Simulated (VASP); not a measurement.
# TiO2 (Cmm2) in VASP: a series of runs

TiO2 is run at these levels: PBEsol; tasks: single point.

Everything below comes from runs of VASP 6.6.1. Logs are shortened: lines on timing, memory, paths and dates and some standing lists are left out, and cuts for length are marked.

## 1. The cell of the first run

The structure is orthorhombic, space group Cmm2 (No. 35). The conventional cell has a = 6.493 Å, b = 6.493 Å, c = 2.939 Å, α = 90.00°, β = 90.00°, γ = 90.00°. Within 2.2 Å of Ti (site symmetry mm2) lie 4 O at 1.63 to 2.03 Å. Within 2.6 Å of Ti (site symmetry mm2) lie 6 O at 1.94 to 1.98 Å. O (site symmetry m) has 3 Ti at 1.94 to 2.03 Å and 1 O at 2.54 Å within 2.6 Å. Within 2.2 Å of O (site symmetry m) lie 2 Ti at 1.63 to 1.98 Å.

## 2. Single point, PBEsol (atom 1 (Ti) moved -0.450 Å along Cartesian [0 0 1])

The input, INCAR:

```
SYSTEM = TiO2
PREC     = Accurate       ! precision mode
ENCUT    = 520            ! plane-wave cutoff, eV
EDIFF    = 1E-6           ! SCF threshold, eV
ISMEAR   = 0              ! smearing method
SIGMA    = 0.05           ! smearing width, eV
LREAL    = .False.        ! projectors in reciprocal space
LASPH    = .True.         ! aspherical terms in the spheres
NELM     = 100            ! most SCF steps
ALGO     = Normal         ! electronic algorithm
ISIF     = 2              ! what is computed and relaxed
LWAVE    = .False.        ! write WAVECAR
LCHARG   = .True.         ! write CHGCAR
GGA      = PS             ! functional
LELF     = .True.         ! ELF
LVHAR    = .True.       
NBANDS   = 33             ! bands
```

The input, KPOINTS:

```
regular mesh
0
Gamma
  6 6 10
  0 0 0
```

The input, POSCAR:

```
TiO2
1.0
    4.5912476203      0.0000000000      0.0000000000
    0.0000000000      4.5912476203      0.0000000000
    0.0000000000      0.0000000000      2.9389940195
Ti O
2 4
Direct
    0.0000000000      0.0000000000     -0.1531136154
    0.5000000000      0.5000000000      0.5000000000
    0.3044387440      0.3044387440      0.0000000000
    0.1955612560      0.8044387440      0.5000000000
    0.6955612560      0.6955612560      0.0000000000
    0.8044387440      0.1955612560      0.5000000000
```

Potentials or basis: VASP PAW PBE potentials, release 64 (Ti_sv, O).

On the command line:

```sh
cat potpaw_PBE.64/Ti_sv/POTCAR potpaw_PBE.64/O/POTCAR > POTCAR
mpirun -np 1 vasp_std > vasp.out
```

OUTCAR:

```text
SYSTEM = TiO2
   PREC = Accurate
   ENCUT = 520
   EDIFF = 1E-6
   ISMEAR = 0
   LREAL = .False.
   LASPH = .True.
   NELM = 100
   ISIF = 2
   GGA = PS

 ion  position               nearest neighbor table
   1  0.000  0.000  0.847-   4 1.63   6 1.63   5 2.03   3 2.03   4 2.30   6 2.30
   2  0.500  0.500  0.500-   3 1.94   5 1.94   3 1.94   5 1.94   4 1.98   6 1.98
   3  0.304  0.304  0.000-   2 1.94   2 1.94   1 2.03
   4  0.196  0.804  0.500-   1 1.63   2 1.98   1 2.30
   5  0.696  0.696  0.000-   2 1.94   2 1.94   1 2.03
   6  0.804  0.196  0.500-   1 1.63   2 1.98   1 2.30

  LATTYP: Found a simple tetragonal cell.
 ALAT       =     4.5912476203
 C/A-ratio  =     0.6401297126

  Lattice vectors:

 A1 = (   4.5912476203,   0.0000000000,   0.0000000000)
 A2 = (   0.0000000000,   4.5912476203,   0.0000000000)
 A3 = (   0.0000000000,   0.0000000000,   2.9389940195)

Analysis of symmetry for initial positions (statically):
=====================================================================
 Subroutine PRICEL returns:
 Original cell was already a primitive cell.

 Routine SETGRP: Setting up the symmetry group for a
 simple tetragonal supercell.

 Subroutine GETGRP returns: Found  4 space group operations
 (whereof  4 operations were pure point group operations)
 out of a pool of 16 trial point group operations.

The static configuration has the point symmetry C_2v.

Analysis of symmetry for dynamics (positions and initial velocities):
=====================================================================
 Subroutine PRICEL returns:
 Original cell was already a primitive cell.

 Routine SETGRP: Setting up the symmetry group for a
 simple tetragonal supercell.

 Subroutine GETGRP returns: Found  4 space group operations
 (whereof  4 operations were pure point group operations)
 out of a pool of 16 trial point group operations.

The dynamic configuration has the point symmetry C_2v.

 Subroutine INISYM returns: Found  4 space group operations
 (whereof  4 operations are pure point group operations),
 and found     1 'primitive' translations

----------------------------------------------------------------------------------------

                                     Primitive cell

  volume of cell :      61.9527

[... 96 lines left out ...]
   EDIFF  = 0.1E-05   stopping-criterion for ELM
   LREAL  =      F    real-space projection
   EDIFFG = 0.1E-04   stopping-criterion for IOM
   NSW    =      0    number of steps for IOM
   IBRION =     -1    ionic relax: 0-MD 1-quasi-New 2-CG
   NFREE  =      0    steps in history (QN), initial steepest desc. (CG)
   ISIF   =      2    stress and relaxation
   ISYM   =      2    0-nonsym 1-usesym 2-fastsym
   POTIM  = 0.5000    time-step for ionic-motion
   TEBEG  =    0.0;   TEEND  =   0.0 temperature during run
   PSTRESS=    0.0 pullay stress
   NELECT =      48.0000    total number of electrons
   NUPDOWN=      -1.0000    fix difference up-down
   EMIN   =  10.00;   EMAX   =-10.00  energy-range for DOS
   EFERMI =   0.00;   METHOD = LEGACY
   ISMEAR =     0;   SIGMA  =   0.05  broadening in eV -4-tet -1-fermi 0-gaus
   EFERMI_NEDOS =   21; number of points for ismear=-14 and -15
   IALGO  =     38    algorithm
   IMIX   =      4    mixing-type and parameters
     AMIX     =   0.40;   BMIX     =  1.00
     AMIX_MAG =   1.60;   BMIX_MAG =  1.00
  volume/ion in A,a.u.               =      10.33        69.68
  Fermi-wavevector in a.u.,A,eV,Ry     =   1.503610  2.841411 30.760636  2.260843
  Thomas-Fermi vector in A             =   2.614698
   LORBIT       =      0    0 simple, 1 ext, 2 COOP (PROOUT), +10 PAW based schemes
   GGA     = PS    functional components
   LHFCALC =     F    Hartree Fock is set to
   AEXX    =    0.0000 exact exchange contribution
   IVDW    =     0    specifies the selected vdW correction
   LEPSILON=     F    determine dielectric tensor
   LRPA    =     F    only Hartree local field effects (RPA)
 non-spin polarized calculation
 Gauss-broadening in eV      SIGMA  =   0.05
  energy-cutoff  :      520.00
  volume of cell :       61.95
 maximum number of plane-waves:      1696
 NGX is ok and might be reduce to    36
   NGX = 17   NGY = 17   NGZ = 11

 number of electron      48.0000021 magnetization

 Free energy of the ion-electron system (eV)
  ---------------------------------------------------
  ext. energy  EPLUGINS =         0.00000000
  ---------------------------------------------------
  free energy    TOTEN  =       -55.02583359 eV

  energy without entropy =      -55.02583359  energy(sigma->0) =      -55.02583359

 E-fermi :   4.5938     XC(G=0): -11.6785

 val. band max:        4.3434648792   @ k =   0.0000   0.0000   0.0000
 cond. band min:       6.8371722956   @ k =   0.5000   0.0000   0.5000
 fundamental gap:      2.4937074165
 Fermi energy:         4.5937610705

 k-point     1 :       0.0000    0.0000    0.0000
  band No.  band energies     occupation
      1     -51.8985      2.00000
      2     -50.9234      2.00000
      3     -28.2923      2.00000
      4     -28.2844      2.00000
      5     -28.0693      2.00000
      6     -27.8002      2.00000
[... 853 lines left out ...]
     32      10.9709      0.00000
     33      11.1659      0.00000

 [... further k-points ...]

------------------------ aborting loop because EDIFF is reached ----------------------------------------

  FORCE on cell =-STRESS in cart. coord.  units (eV):
  Direction    XX          YY          ZZ          XY          YZ          ZX
  --------------------------------------------------------------------------------------
  -------------------------------------------------------------------------------------
  Total        6.1561707      6.1561707      7.7445740     -6.5309143      0.0000000      0.0000000
  in kB      159.2066128    159.2066128    200.2847956   -168.8979723      0.0000000      0.0000000
  external PRESSURE =     172.8993404 kB  Pullay stress =       0.0000000 kB

 VOLUME and BASIS-vectors are now :
 -----------------------------------------------------------------------------
  energy-cutoff  :      520.00
  volume of cell :       61.95
      direct lattice vectors                 reciprocal lattice vectors
     4.591247620  0.000000000  0.000000000     0.217805721  0.000000000  0.000000000
     0.000000000  4.591247620  0.000000000     0.000000000  0.217805721  0.000000000
     0.000000000  0.000000000  2.938994019     0.000000000  0.000000000  0.340252479

 POSITION                                       TOTAL-FORCE (eV/Angst)
 -----------------------------------------------------------------------------------
      0.00000      0.00000      2.48899         0.000000      0.000000      7.971356
      2.29562      2.29562      1.46950         0.000000      0.000000     -0.188059
      1.39775      1.39775      0.00000         0.025164      0.025164     -0.206428
      0.89787      3.69338      1.46950         2.859529     -2.859529     -3.685220
      3.19349      3.19349      0.00000        -0.025164     -0.025164     -0.206428
      3.69338      0.89787      1.46950        -2.859529      2.859529     -3.685220
 -----------------------------------------------------------------------------------
    total drift:                                0.000000      0.000000     -0.000330

  FREE ENERGIE OF THE ION-ELECTRON SYSTEM (eV)
  ---------------------------------------------------
  free  energy   TOTEN  =       -55.0258335923 eV

  energy  without entropy=      -55.0258335923  energy(sigma->0) =      -55.02583359
```

OSZICAR:

```text
N       E                     dE             d eps       ncg     rms          rms(c)
DAV:   1     0.649700009336E+03    0.64970E+03   -0.23329E+04  5148   0.170E+03
DAV:   2     0.298665087635E+02   -0.61983E+03   -0.57444E+03  5502   0.517E+02
DAV:   3    -0.643369736821E+02   -0.94203E+02   -0.92411E+02  7112   0.189E+02
DAV:   4    -0.698489603074E+02   -0.55120E+01   -0.54988E+01  7602   0.427E+01
DAV:   5    -0.700437621073E+02   -0.19480E+00   -0.19478E+00  6566   0.691E+00    0.379E+01
DAV:   6    -0.552928738559E+02    0.14751E+02   -0.65667E+01  6979   0.910E+01    0.123E+01
DAV:   7    -0.552302207694E+02    0.62653E-01   -0.13108E+01  7208   0.340E+01    0.119E+01
DAV:   8    -0.550427338184E+02    0.18749E+00   -0.14716E+00  6984   0.152E+01    0.311E+00
DAV:   9    -0.550424284512E+02    0.30537E-03   -0.41270E-01  8178   0.602E+00    0.170E+00
DAV:  10    -0.550299847024E+02    0.12444E-01   -0.45878E-02  7376   0.310E+00    0.107E+00
DAV:  11    -0.550269885060E+02    0.29962E-02   -0.52937E-02  6081   0.237E+00    0.291E-01
DAV:  12    -0.550258521356E+02    0.11364E-02   -0.54739E-03  6248   0.585E-01    0.658E-02
DAV:  13    -0.550258255913E+02    0.26544E-04   -0.29636E-04  6318   0.177E-01    0.324E-02
DAV:  14    -0.550258317321E+02   -0.61408E-05   -0.53684E-05  6928   0.562E-02    0.929E-03
DAV:  15    -0.550258342674E+02   -0.25353E-05   -0.15092E-05  7640   0.336E-02    0.136E-02
DAV:  16    -0.550258335923E+02    0.67504E-06   -0.35371E-06  5570   0.258E-02
   1 F= -.55025834E+02 E0= -.55025834E+02  d E =-.102572E-14
```

It took 61 s on 1 thread of Intel Xeon 6975P-C (Granite Rapids), shared host; peak memory 0.25 GiB.

What came out:

```
Free energy            : -55.0258 eV
Pressure               : 17.3 GPa
Largest force          : 7.971 eV/Å
Band gap on the k mesh : 2.49 eV (least direct gap 2.66 eV)
```

Forces in eV/Å, atoms in the order of the input:
```
Ti   0.000  0.000  7.971
Ti   0.000  0.000 -0.188
O    0.025  0.025 -0.206
O    2.860 -2.860 -3.685
O   -0.025 -0.025 -0.206
O   -2.860  2.860 -3.685
```

Levels at points of the mesh, in eV from the valence-band top:
```
           k point  band 22  band 23  band 24  band 25  band 26  band 27
(0.00, 0.00, 0.00)    -0.73    -0.43     0.00     2.66     3.14     3.26
(0.50, 0.00, 0.00)    -0.84    -0.75    -0.52     2.60     2.95     3.88
(0.50, 0.50, 0.00)    -1.12    -1.08    -0.85     2.55     3.16     4.19
(0.00, 0.00, 0.50)    -1.55    -1.23    -0.87     2.91     3.62     4.08
(0.50, 0.00, 0.50)    -1.58    -1.35    -0.57     2.49     3.15     3.66
(0.50, 0.50, 0.50)    -0.55    -0.49    -0.20     2.56     3.65     3.67
```

Caveat: the cell differs from its parent crystal (atom 1 (Ti) moved -0.450 Å along Cartesian [0 0 1]); the cell stands under pressure; the PAW data sets were made with another functional, which shifts forces and pressure a little.

## 3. Single point, PBEsol (atom 1 (Ti) moved +0.300 Å along Cartesian [0 0 1])

The input, INCAR:

```
SYSTEM = TiO2
ALGO     = Normal         ! electronic algorithm
EDIFF    = 1E-6           ! SCF threshold, eV
ENCUT    = 520            ! plane-wave cutoff, eV
GGA      = PS             ! functional
ISIF     = 2              ! what is computed and relaxed
ISMEAR   = 0              ! smearing method
LASPH    = .True.         ! aspherical terms in the spheres
LCHARG   = .True.         ! write CHGCAR
LELF     = .True.         ! ELF
LREAL    = .False.        ! projectors in reciprocal space
LVHAR    = .True.       
LWAVE    = .False.        ! write WAVECAR
NBANDS   = 33             ! bands
NELM     = 60             ! most SCF steps
PREC     = Accurate       ! precision mode
SIGMA    = 0.05           ! smearing width, eV
```

The input, KPOINTS:

```
k-points
0
Gamma
  6 6 10
  0 0 0
```

POSCAR, as its differences from that of step 2:

```diff
@@ -8,3 +8,3 @@
 Direct
-    0.0000000000      0.0000000000     -0.1531136154
+    0.0000000000      0.0000000000      0.1020757436
     0.5000000000      0.5000000000      0.5000000000
```

Potentials or basis: VASP PAW PBE potentials, release 64 (Ti_sv, O).

On the command line:

```sh
cat potpaw_PBE.64/Ti_sv/POTCAR potpaw_PBE.64/O/POTCAR > POTCAR
mpirun -np 1 vasp_std > vasp.out
```

Run time: 60 s. Hardware: 1 thread of Intel Xeon 6975P-C (Granite Rapids), shared host; peak memory 0.25 GiB.

It converged, with:

* Free energy: -55.8251 eV
* Pressure: 7.8 GPa
* Largest force: 3.078 eV/Å
* Band gap on the k mesh: 2.20 eV (least direct gap 2.33 eV)

Forces in eV/Å, atoms in the order of the input:
```
Ti   0.000  0.000 -3.078
Ti   0.000  0.000  0.125
O    0.028  0.028  0.072
O    1.061 -1.061  1.405
O   -0.028 -0.028  0.072
O   -1.061  1.061  1.405
```

Stress tensor (GPa, compression positive):
```
 6.69 -6.93  0.00
-6.93  6.69  0.00
 0.00  0.00  9.91
```

Levels at points of the mesh, in eV from the valence-band top:
| k point | band 20 | band 21 | band 22 | band 23 | band 24 | band 25 | band 26 | band 27 | band 28 | band 29 |
| --- | --- | --- | --- | --- | --- | --- | --- | --- | --- | --- |
| (0.00, 0.00, 0.00) | -2.14 | -0.84 | -0.74 | -0.46 | 0.00 | 2.33 | 2.81 | 2.86 | 3.22 | 3.59 |
| (0.50, 0.00, 0.00) | -2.43 | -1.76 | -1.24 | -0.79 | -0.66 | 2.46 | 2.79 | 3.65 | 4.17 | 4.20 |
| (0.50, 0.50, 0.00) | -1.99 | -1.85 | -1.19 | -1.09 | -1.08 | 2.20 | 2.83 | 3.26 | 3.56 | 4.02 |
| (0.00, 0.00, 0.50) | -2.79 | -2.57 | -1.91 | -1.36 | -1.19 | 2.83 | 3.40 | 3.85 | 4.07 | 4.14 |
| (0.50, 0.00, 0.50) | -2.32 | -1.88 | -1.82 | -1.27 | -0.83 | 2.20 | 2.59 | 3.44 | 4.17 | 4.41 |
| (0.50, 0.50, 0.50) | -2.62 | -1.71 | -0.87 | -0.60 | -0.46 | 2.45 | 3.41 | 3.46 | 3.78 | 3.86 |

Caveat: the cell differs from its parent crystal (atom 1 (Ti) moved +0.300 Å along Cartesian [0 0 1]); the cell stands under pressure; the PAW data sets were made with another functional, which shifts forces and pressure a little. A k mesh can miss the band edges.

## 4. Single point, PBEsol (atom 1 (Ti) moved +0.375 Å along Cartesian [0 0 1])

The input, INCAR:

```
PREC = Accurate ; ENCUT = 520
EDIFF = 1E-7 ; ISMEAR = 0
SIGMA = 0.05 ; LREAL = False
LASPH = True ; NELM = 80
ALGO = Normal ; ISIF = 2
LWAVE = False ; LCHARG = True
GGA = PS ; LELF = True
LVHAR = True ; NBANDS = 33
```

The input, KPOINTS:

```
Automatic mesh
0
Gamma
  6 6 10
```

POSCAR, as its differences from that of step 3:

```diff
@@ -8,3 +8,3 @@
 Direct
-    0.0000000000      0.0000000000      0.1020757436
+    0.0000000000      0.0000000000      0.1275946795
     0.5000000000      0.5000000000      0.5000000000
```

On the command line:

```sh
cat potpaw_PBE.64/Ti_sv/POTCAR potpaw_PBE.64/O/POTCAR > POTCAR
mpirun -np 1 vasp_std > vasp.out
```

Run time: 61 s. Hardware: 1 thread of Intel Xeon 6975P-C (Granite Rapids), shared host; peak memory 0.25 GiB.

Results (log left out):

```yaml
Free_energy: -55.5173 eV
Pressure: 11.9 GPa
Largest_force: 5.230 eV/Å
Band_gap_on_the_k_mesh: 2.34 eV (least direct gap 2.49 eV)
```

Forces on the atoms (eV/Å):
```
Ti   0.000  0.000 -5.230
Ti   0.000  0.000  0.158
O    0.031  0.031  0.134
O    1.809 -1.809  2.401
O   -0.031 -0.031  0.134
O   -1.809  1.809  2.401
```

Stress tensor (GPa, compression positive):
```
 10.60 -11.21   0.00
-11.21  10.60   0.00
  0.00   0.00  14.65
```

Levels at points of the mesh, in eV from the valence-band top:
| k point | band 21 | band 22 | band 23 | band 24 | band 25 | band 26 | band 27 | band 28 |
| --- | --- | --- | --- | --- | --- | --- | --- | --- |
| (0.00, 0.00, 0.00) | -0.81 | -0.80 | -0.45 | 0.00 | 2.49 | 2.97 | 3.06 | 3.68 |
| (0.50, 0.00, 0.00) | -1.76 | -1.05 | -0.78 | -0.60 | 2.51 | 2.87 | 3.76 | 4.51 |
| (0.50, 0.50, 0.00) | -1.86 | -1.18 | -1.09 | -0.98 | 2.36 | 2.98 | 3.84 | 4.00 |
| (0.00, 0.00, 0.50) | -2.45 | -1.74 | -1.30 | -1.04 | 2.86 | 3.50 | 3.95 | 4.51 |
| (0.50, 0.00, 0.50) | -1.78 | -1.71 | -1.32 | -0.71 | 2.34 | 2.87 | 3.54 | 4.56 |
| (0.50, 0.50, 0.50) | -1.84 | -0.72 | -0.55 | -0.34 | 2.49 | 3.52 | 3.56 | 4.15 |

Caveat: the cell differs from its parent crystal (atom 1 (Ti) moved +0.375 Å along Cartesian [0 0 1]); the cell stands under pressure; the PAW data sets were made with another functional, which shifts forces and pressure a little. A k mesh can miss the band edges.

## 5. Summary

```tsv
cell	gap on the mesh (eV)	pressure (GPa)	largest force (eV/Å)
as given, atomic positions A	2.49	17.3	7.97
as given, atomic positions B	2.20	7.8	3.08
as given, atomic positions C	2.34	11.9	5.23
```

Alike in all rows: task single point; level PBEsol; potentials or basis VASP PAW PBE potentials, release 64 (Ti_sv, O); no spin polarisation; k mesh 6 × 6 × 10; cutoff (eV) 520; smearing gaussian 0.05 eV.

Caveats: the cell stands under pressure; the PAW data sets were made with another functional, which shifts forces and pressure a little.

Total energies depend on the potentials used, so only differences within one code and one set of settings carry meaning.
